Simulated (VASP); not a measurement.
# Mg (I4/mmm) in VASP: notebook

Mg is run at these levels: PBE; tasks: single point, relaxation of cell and atoms.

Everything below comes from runs of VASP 6.6.1. Logs are shortened: lines on timing, memory, paths and dates and some standing lists are left out, and cuts for length are marked.

### Step 1. The cell of the first run

Symmetry: I4/mmm, No. 139, tetragonal system. Conventional cell: a = 3.086 Å, b = 3.086 Å, c = 2.885 Å, α = 90.00°, β = 90.00°, γ = 90.00°. Within 3.5 Å of Mg (site symmetry 4/mmm) lie 14 Mg at 2.62 to 3.09 Å.

### Step 2. Single point, PBE

The input, INCAR:

```
SYSTEM = Mg
PREC = Accurate
ENCUT = 520
EDIFF = 1E-6
ISMEAR = 0
SIGMA = 0.1
LREAL = .False.
LASPH = .True.
NELM = 60
ALGO = Fast
ISIF = 2
LWAVE = .False.
LCHARG = .True.
GGA = PE
LELF = .True.
LVHAR = .True.
NBANDS = 7
```

The input, KPOINTS:

```
regular mesh
0
Gamma
  8 8 8
  0 0 0
```

The input, POSCAR:

```
Mg
1.0
   -1.5428193031      1.5428193031      1.4424670212
    1.5428193031     -1.5428193031      1.4424670212
    1.5428193031      1.5428193031     -1.4424670212
Mg
1
Direct
    0.0000000000      0.0000000000      0.0000000000
```

Potentials or basis: VASP PAW PBE potentials, release 64 (Mg).

Run with:

```console
> cat potpaw_PBE.64/Mg/POTCAR > POTCAR
> mpirun -np 1 vasp_std > vasp.out
```

OUTCAR:

```text
SYSTEM = Mg
   PREC = Accurate
   ENCUT = 520
   EDIFF = 1E-6
   ISMEAR = 0
   LREAL = .False.
   LASPH = .True.
   NELM = 60
   ISIF = 2
   GGA = PE

 ion  position               nearest neighbor table
   1  0.000  0.000  0.000-

  LATTYP: Found a body centered tetragonal cell.
 ALAT       =     3.0856386062
 C/A-ratio  =     0.9349552591

  Lattice vectors:

 A1 = (  -1.5428193031,   1.5428193031,   1.4424670212)
 A2 = (   1.5428193031,  -1.5428193031,   1.4424670212)
 A3 = (   1.5428193031,   1.5428193031,  -1.4424670212)

Analysis of symmetry for initial positions (statically):
=====================================================================
 Subroutine PRICEL returns:
 Original cell was already a primitive cell.

 Routine SETGRP: Setting up the symmetry group for a
 body centered tetragonal supercell.

 Subroutine GETGRP returns: Found 16 space group operations
 (whereof 16 operations were pure point group operations)
 out of a pool of 16 trial point group operations.

The static configuration has the point symmetry D_4h.

Analysis of symmetry for dynamics (positions and initial velocities):
=====================================================================
 Subroutine PRICEL returns:
 Original cell was already a primitive cell.

 Routine SETGRP: Setting up the symmetry group for a
 body centered tetragonal supercell.

 Subroutine GETGRP returns: Found 16 space group operations
 (whereof 16 operations were pure point group operations)
 out of a pool of 16 trial point group operations.

The dynamic configuration has the point symmetry D_4h.

 Subroutine INISYM returns: Found 16 space group operations
 (whereof 16 operations are pure point group operations),
 and found     1 'primitive' translations

----------------------------------------------------------------------------------------

                                     Primitive cell

  volume of cell :      13.7340

  direct lattice vectors                    reciprocal lattice vectors
    -1.542819303  1.542819303  1.442467021     0.000000000  0.324082022  0.346628375
     1.542819303 -1.542819303  1.442467021     0.324082022  0.000000000  0.346628375
     1.542819303  1.542819303 -1.442467021     0.324082022  0.324082022  0.000000000

  length of vectors
     2.615586724  2.615586724  2.615586724     0.474531756  0.474531756  0.458321191

  position of ions in fractional coordinates (direct lattice)
     0.000000000  0.000000000  0.000000000

  ion indices of the primitive-cell ions
   primitive index   ion index
                 1           1

----------------------------------------------------------------------------------------

 KPOINTS: regular mesh

Automatic generation of k-mesh.
 Grid dimensions read from file:
 generate k-points for:    8    8    8

 Generating k-lattice:

  Cartesian coordinates                     Fractional coordinates (reciprocal lattice)
     0.000000000  0.040510253  0.043328547     0.125000000 -0.000000000  0.000000000
     0.040510253  0.000000000  0.043328547    -0.000000000  0.125000000  0.000000000
     0.040510253  0.040510253  0.000000000     0.000000000  0.000000000  0.125000000

  Length of vectors
     0.059316470  0.059316470  0.057290149

  Shift w.r.t. Gamma in fractional coordinates (k-lattice)
     0.000000000  0.000000000  0.000000000

 Subroutine IBZKPT returns following result:
 ===========================================

 Found     59 irreducible k-points:

 Following reciprocal coordinates:
            Coordinates               Weight
  0.000000  0.000000  0.000000      1.000000
  0.125000  0.000000  0.000000      8.000000
  0.250000  0.000000  0.000000      8.000000
  0.375000  0.000000  0.000000      8.000000
  0.500000  0.000000  0.000000      4.000000
  0.125000  0.125000  0.000000      8.000000
[... 16 lines left out ...]
  0.250000  0.125000  0.125000     16.000000
  0.375000  0.125000  0.125000      8.000000
 [... further k-points ...]
   k-points           NKPTS =     59   k-points in BZ     NKDIM =     59   number of bands    NBANDS=      7
   number of dos      NEDOS =    301   number of ions     NIONS =      1
   total plane-waves  NPLWV =   8000
   dimension x,y,z NGX =    20 NGY =   20 NGZ =   20
   dimension x,y,z NGXF=    40 NGYF=   40 NGZF=   40
   ions per type =               1
   NGX,Y,Z   is equivalent  to a cutoff of  12.71, 12.71, 12.71 a.u.
   NGXF,Y,Z  is equivalent  to a cutoff of  25.42, 25.42, 25.42 a.u.
 SYSTEM =  Mg
   PREC   = accura    normal or accurate (medium, high low for compatibility)
   ISTART =      0    job   : 0-new  1-cont  2-samecut
   ICHARG =      2    charge: 1-file 2-atom 10-const
   ISPIN  =      1    spin polarized calculation?
   LNONCOLLINEAR =      F non collinear calculations
   LSORBIT =      F    spin-orbit coupling
   LASPH  =      T    aspherical Exc in radial PAW
   ENCUT  =  520.0 eV  38.22 Ry    6.18 a.u.   4.86  4.86  4.86*2*pi/ulx,y,z
   NELM   =     60;   NELMIN=  2; NELMDL= -5     # of ELM steps
   EDIFF  = 0.1E-05   stopping-criterion for ELM
   LREAL  =      F    real-space projection
   EDIFFG = 0.1E-04   stopping-criterion for IOM
   NSW    =      0    number of steps for IOM
   IBRION =     -1    ionic relax: 0-MD 1-quasi-New 2-CG
   NFREE  =      0    steps in history (QN), initial steepest desc. (CG)
   ISIF   =      2    stress and relaxation
   ISYM   =      2    0-nonsym 1-usesym 2-fastsym
   POTIM  = 0.5000    time-step for ionic-motion
   TEBEG  =    0.0;   TEEND  =   0.0 temperature during run
   PSTRESS=    0.0 pullay stress
   NELECT =       2.0000    total number of electrons
   NUPDOWN=      -1.0000    fix difference up-down
   EMIN   =  10.00;   EMAX   =-10.00  energy-range for DOS
   EFERMI =   0.00;   METHOD = LEGACY
   ISMEAR =     0;   SIGMA  =   0.10  broadening in eV -4-tet -1-fermi 0-gaus
   EFERMI_NEDOS =   21; number of points for ismear=-14 and -15
   IALGO  =     68    algorithm
   IMIX   =      4    mixing-type and parameters
     AMIX     =   0.40;   BMIX     =  1.00
     AMIX_MAG =   1.60;   BMIX_MAG =  1.00
  volume/ion in A,a.u.               =      13.73        92.68
  Fermi-wavevector in a.u.,A,eV,Ry     =   0.861297  1.627615 10.093239  0.741832
  Thomas-Fermi vector in A             =   1.978929
   LORBIT       =      0    0 simple, 1 ext, 2 COOP (PROOUT), +10 PAW based schemes
   GGA     = PE    functional components
   LHFCALC =     F    Hartree Fock is set to
   AEXX    =    0.0000 exact exchange contribution
   IVDW    =     0    specifies the selected vdW correction
   LEPSILON=     F    determine dielectric tensor
   LRPA    =     F    only Hartree local field effects (RPA)
 non-spin polarized calculation
 RMM-DIIS sequential band-by-band and
 Gauss-broadening in eV      SIGMA  =   0.10
  energy-cutoff  :      520.00
  volume of cell :       13.73
 maximum number of plane-waves:       384
   NGX =  9   NGY =  9   NGZ =  9

 number of electron       2.0000000 magnetization

 Free energy of the ion-electron system (eV)
  ---------------------------------------------------
  ext. energy  EPLUGINS =         0.00000000
  ---------------------------------------------------
  free energy    TOTEN  =        -0.54627985 eV

  energy without entropy =       -0.54359971  energy(sigma->0) =       -0.54493978

 E-fermi :   6.0708     XC(G=0): -10.2481

 val. band max:        5.8825367297   @ k =  -0.3750  -0.3750   0.3750
 cond. band min:       6.0884724596   @ k =   0.3750   0.3750   0.0000
 fundamental gap:      0.2059357299
 Fermi energy:         6.0708250191

 k-point     1 :       0.0000    0.0000    0.0000
  band No.  band energies     occupation
      1      -3.4514      2.00000
      2      21.7149      0.00000
      3      23.6622      0.00000
      4      23.6622      0.00000
      5      24.5577      0.00000
      6      26.4926      0.00000
      7      26.4926      0.00000

 k-point     2 :       0.1250    0.0000    0.0000
  band No.  band energies     occupation
      1      -2.9192      2.00000
      2      19.4342      0.00000
      3      20.2475      0.00000
      4      22.2902      0.00000
      5      22.9982      0.00000
      6      24.9390      0.00000
      7      28.5585      0.00000

 k-point     3 :       0.2500    0.0000    0.0000
  band No.  band energies     occupation
      1      -1.3523      2.00000
      2      13.8235      0.00000
      3      18.0643      0.00000
      4      20.9272      0.00000
      5      21.1255      0.00000
      6      24.1219      0.00000
      7      29.5109      0.00000

 k-point     4 :       0.3750    0.0000    0.0000
  band No.  band energies     occupation
      1       1.1607      2.00000
      2       8.8986      0.00000
      3      16.6130      0.00000
      4      19.9850      0.00000
      5      20.0884      0.00000
      6      23.1068      0.00000
      7      31.0238      0.00000

 k-point     5 :       0.5000    0.0000    0.0000
  band No.  band energies     occupation
      1       3.9580      2.00000
      2       5.3096      2.00000
      3      16.1175      0.00000
      4      19.6123      0.00000
      5      19.8096      0.00000
      6      22.6662      0.00000
      7      31.9364      0.00000
[... 161 lines left out ...]
 k-point    22 :       0.1250    0.1250    0.1250
  band No.  band energies     occupation
      1      -0.4002      2.00000
      2      13.0923      0.00000
      3      13.9277      0.00000
      4      18.0141      0.00000
      5      26.5110      0.00000
      6      27.7463      0.00000
      7      29.2252      0.00000

 k-point    23 :       0.2500    0.1250    0.1250
  band No.  band energies     occupation
      1       2.0629      2.00000
      2       9.4716      0.00000
      3      11.9207      0.00000
      4      16.1619      0.00000
      5      26.5119      0.00000
      6      27.8645      0.00000
      7      31.9646      0.00000

 k-point    24 :       0.3750    0.1250    0.1250
  band No.  band energies     occupation
      1       4.7749      2.00000
      2       6.1067      0.61216
      3      11.4595      0.00000
      4      15.5822      0.00000
      5      26.1827      0.00000
      6      27.7761      0.00000
      7      32.8233      0.00000

 [... further k-points ...]

------------------------ aborting loop because EDIFF is reached ----------------------------------------

  FORCE on cell =-STRESS in cart. coord.  units (eV):
  Direction    XX          YY          ZZ          XY          YZ          ZX
  --------------------------------------------------------------------------------------
  -------------------------------------------------------------------------------------
  Total        4.2098035      4.2098035      4.3947948      0.0000000      0.0000000      0.0000000
  in kB      491.1073051    491.1073051    512.6880269      0.0000000      0.0000000      0.0000000
  external PRESSURE =     498.3008790 kB  Pullay stress =       0.0000000 kB

 VOLUME and BASIS-vectors are now :
 -----------------------------------------------------------------------------
  energy-cutoff  :      520.00
  volume of cell :       13.73
      direct lattice vectors                 reciprocal lattice vectors
    -1.542819303  1.542819303  1.442467021     0.000000000  0.324082022  0.346628375
     1.542819303 -1.542819303  1.442467021     0.324082022  0.000000000  0.346628375
     1.542819303  1.542819303 -1.442467021     0.324082022  0.324082022  0.000000000

 POSITION                                       TOTAL-FORCE (eV/Angst)
 -----------------------------------------------------------------------------------
      0.00000      0.00000      0.00000         0.000000      0.000000      0.000000
 -----------------------------------------------------------------------------------
    total drift:                                0.000000      0.000000     -0.000000

  FREE ENERGIE OF THE ION-ELECTRON SYSTEM (eV)
  ---------------------------------------------------
  free  energy   TOTEN  =        -0.5462798462 eV

  energy  without entropy=       -0.5435997059  energy(sigma->0) =       -0.54493978
```

It took 4.3 s on 1 thread of Intel Xeon Platinum 8375C at 2.90GHz (Ice Lake), shared host; peak memory 0.12 GiB.

What came out:

- Free energy: -0.5463 eV
- Pressure: 49.8 GPa
- Band gap on the k mesh: zero (band 1 reaches 9.52 eV, above the bottom of band 2 at 4.79 eV)

Caveat: the k points lie up to 0.37 Å⁻¹ apart.

### Step 3. Single point, PBE

This run uses another cell than the first one, of 22.83 Å³/atom, 1.662 times its volume.

The input, INCAR:

```
SYSTEM = Mg
PREC = Accurate ; ENCUT = 520
EDIFF = 1E-6 ; ISMEAR = 0
SIGMA = 0.1 ; LREAL = .False.
LASPH = .True. ; NELM = 80
ALGO = Normal ; ISIF = 2
LWAVE = .False. ; LCHARG = .False.
GGA = PE ; NBANDS = 7
```

The input, KPOINTS:

```
Automatic mesh
0
Gamma
  10 10 10
  0 0 0
```

The input, POSCAR:

```
Mg
1.0
   -1.8179414322      1.8179414322      1.7268713038
    1.8179414322     -1.8179414322      1.7268713038
    1.8179414322      1.8179414322     -1.7268713038
Mg
1
Direct
    0.0000000000      0.0000000000      0.0000000000
```

Potentials or basis: VASP PAW PBE potentials, release 64 (Mg).

Run with:

```console
> cat potpaw_PBE.64/Mg/POTCAR > POTCAR
> mpirun -np 1 vasp_std > vasp.out
```

Wall time 6.2 s (1 thread of Intel Xeon Platinum 8375C at 2.90GHz (Ice Lake), shared host); peak memory 0.14 GiB.

It converged, with:

```yaml
Free_energy: -1.4836 eV
Pressure: 0.2 GPa
Band_gap_on_the_k_mesh: zero (band 1 reaches 6.16 eV, above the bottom of band 2 at 1.53 eV)
```

Stress tensor (GPa, compression positive):
```
0.13 0.00 0.00
0.00 0.13 0.00
0.00 0.00 0.22
```

Levels at points of the mesh, in eV from the Fermi level:
```csv
k point,band 1,band 2,band 3,band 4,band 5,band 6
"(0.00, 0.00, 0.00)",-7.10,12.26,13.30,13.30,14.37,14.63
"(0.50, 0.00, 0.00)",-1.54,-0.91,8.23,8.98,9.79,11.27
"(0.50, 0.50, 0.00)",-1.77,-1.28,9.15,9.85,10.78,11.69
"(0.50, 0.50, 0.50)",3.35,3.35,3.63,4.03,4.57,7.55
```

### Step 4. Relaxation of cell and atoms, PBE

The input, INCAR:

```
SYSTEM = Mg
ALGO     = Fast           ! electronic algorithm
EDIFF    = 1E-6           ! SCF threshold, eV
EDIFFG   = -0.05          ! ionic threshold
ENCUT    = 600            ! plane-wave cutoff, eV
GGA      = PE             ! functional
IBRION   = 2              ! ionic algorithm
ISIF     = 3              ! what is computed and relaxed
ISMEAR   = 0              ! smearing method
LASPH    = .TRUE.         ! aspherical terms in the spheres
LCHARG   = .FALSE.        ! write CHGCAR
LREAL    = .FALSE.        ! projectors in reciprocal space
LWAVE    = .FALSE.        ! write WAVECAR
NELM     = 80             ! most SCF steps
NSW      = 80             ! ionic steps
PREC     = Accurate       ! precision mode
SIGMA    = 0.1            ! smearing width, eV
```

The input, KPOINTS:

```
k-points
0
G
  10 10 10
  0 0 0
```

The input, POSCAR:

```
Mg
1.0
   -1.5428193031      1.5428193031      1.4424670212
    1.5428193031     -1.5428193031      1.4424670212
    1.5428193031      1.5428193031     -1.4424670212
Mg
1
Direct
    0.0000000000      0.0000000000      0.0000000000
```

Run with:

```console
> cat potpaw_PBE.64/Mg/POTCAR > POTCAR
> mpirun -np 1 vasp_std > vasp.out
```

Run time: 12 s. Hardware: 1 thread of Intel Xeon Platinum 8375C at 2.90GHz (Ice Lake), shared host; peak memory 0.15 GiB.

It converged, with:

```yaml
Free_energy: -1.4834 eV
Relaxed_volume: 22.96 Å³/atom
Relaxed_cell: a = 3.104 Å, b = 3.104 Å, c = 3.104 Å, α = 107.92°, β = 107.92°, γ = 112.61°
Space_group_after_relaxing_to_0.05_Å: I4/mmm (No. 139)
Energy_gained_by_relaxing: 941.0 meV/atom
Ionic_steps: 4
Pressure_after_relaxing: 0.0 GPa
Band_gap_on_the_k_mesh: zero (band 1 reaches 6.06 eV, above the bottom of band 2 at 1.46 eV)
```

Stress tensor (GPa, compression positive):
```
-0.14  0.00  0.00
 0.00 -0.14  0.00
 0.00  0.00  0.16
```

The path:
```tsv
step	energy change (eV)	largest force (eV/Å)	pressure (GPa)	volume (Å³)
1	0.0000	0.0000	50.01	13.73
2	-0.9346	0.0000	-1.63	24.14
3	-0.9401	0.0000	0.66	22.53
4	-0.9410	0.0000	-0.04	22.96
```

Final structure:
```yaml
crystal:
  lattice:
    - [-1.82600, 1.82600, 1.72185]
    - [1.82600, -1.82600, 1.72185]
    - [1.82600, 1.82600, -1.72185]
  atoms:
    - { symbol: Mg, position: [0.00000, 0.00000, 0.00000] }
```

Levels at points of the mesh, in eV from the Fermi level:
```tsv
k point	band 1	band 2	band 3	band 4
(0.00, 0.00, 0.00)	-7.06	12.14	13.34	13.34
(0.50, 0.00, 0.00)	-1.51	-0.88	8.19	8.91
(0.50, 0.50, 0.00)	-1.77	-1.30	9.23	9.90
(0.50, 0.50, 0.50)	3.29	3.29	3.61	4.05
```

Caveat: the volume moved by over 15 % at a fixed basis, so the end points are rough.

### Step 5. The runs side by side

| task | cell | k mesh | cutoff (eV) | gap on the mesh (eV) | pressure (GPa) |
| --- | --- | --- | --- | --- | --- |
| single point | a = 2.616 Å, angles 107.7, 107.7, 113.1°, 1 atom | 8 × 8 × 8 | 520 | none | 49.8 |
| single point | a = 3.097 Å, angles 108.1, 108.1, 112.2°, 1 atom | 10 × 10 × 10 | 520 | none | 0.2 |
| relaxation of cell and atoms | relaxed from a = 2.616 Å, angles 107.7, 107.7, 113.1°, 1 atom | 10 × 10 × 10 | 600 | none | 0.0 |

Alike in all rows: level PBE; potentials or basis VASP PAW PBE potentials, release 64 (Mg); no spin polarisation; smearing gaussian 0.1 eV.

Caveats: some runs use coarse meshes; the volume moved by over 15 % at a fixed basis, so the end points are rough (some runs).

Absolute energies hang on the potentials; compare differences alone.
